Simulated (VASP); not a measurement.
Input of a VASP 6.6.1 run:

The input INCAR:

```
SYSTEM = CuO
PREC = Accurate
ENCUT = 520
EDIFF = 1E-7
ISMEAR = 0
SIGMA = 0.1
LREAL = .FALSE.
LASPH = .TRUE.
NELM = 60
ALGO = Normal
ISIF = 2
LWAVE = .FALSE.
LCHARG = .FALSE.
GGA = PE
NBANDS = 25
```

KPOINTS

```
regular mesh
0
G
  2 2 2
  0 0 0
```

POSCAR

```
CuO
1.0
    2.3446500000     -1.7134000000      0.0000000000
    2.3446500000      1.7134000000      0.0000000000
   -0.8605500000      0.0000000000      5.0594400000
Cu O
2 2
Direct
    0.0032000000      0.4968000000      0.0000000000
    0.4968000000      0.0032000000      0.5000000000
    0.5714000000      0.4056000000      0.2537000000
    0.4056000000      0.5714000000      0.7537000000
```

Potentials or basis: VASP PAW PBE potentials, release 64 (Cu, O).

Command:

```sh
$ cat potpaw_PBE.64/Cu/POTCAR potpaw_PBE.64/O/POTCAR > POTCAR
$ mpirun -np 1 vasp_std > vasp.out
```

Predict the band gap on the k mesh.

zero (bands 17 and 18 overlap by 0.62 eV).

Predict the pressure.

10.1 GPa.

Stress tensor (GPa, compression positive):
```
15.10  0.00  1.32
 0.00 14.77  0.00
 1.32  0.00  0.40
```

Caveat: the k points lie up to 1.14 Å⁻¹ apart, too coarse for converged energies and pressures of a metal; semilocal functionals often make such compounds metallic where correlation or magnetic order opens a gap, which also shifts bond lengths. With open d or f shells a metallic result of PBE can be an artefact of self-interaction; +U or a hybrid may open a gap.
